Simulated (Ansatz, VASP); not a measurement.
## Two plane-wave programs on Sr

```
Sr
1.0
     0.00000    3.04235    3.19447
     3.04235    0.00000    3.19447
     3.04235    3.04235    0.00000
Sr
1
Cartesian
  0.0000 0.0000 0.0000
```

Change from the starting cell: strain +0.000 along x and y, +0.050 along z, atoms carried along.

Alike in both runs: task single point; functional PBEsol; k mesh 10 × 10 × 10; occupations gaussian, width 0.03 eV; no spin polarisation.

|  | VASP | Ansatz |
| --- | --- | --- |
| version | VASP 6.6.1 | Ansatz 0.2.0 |
| potentials or method | VASP PAW PBE potentials, release 64 (Sr_sv), cutoff 520 eV | scalar-relativistic, plane waves, PAW |
| valence electrons in the cell | 10 | 10 |

|  | VASP | Ansatz | Ansatz less VASP |
| --- | --- | --- | --- |
| gap on the k mesh at the Fermi level (eV) | none | none | - |
| pressure (GPa) | -1.3 | -1.3 | -0.01 |
| traceless stress, the component that is largest in VASP (GPa) | -0.15 | -0.15 | +0.001 |

VASP's potentials were made for PBE, not for PBEsol. A gap of «none» marks a metal or a gap that the smearing closes. With one functional, cell and mesh, what is left measures potentials, basis and numerics.
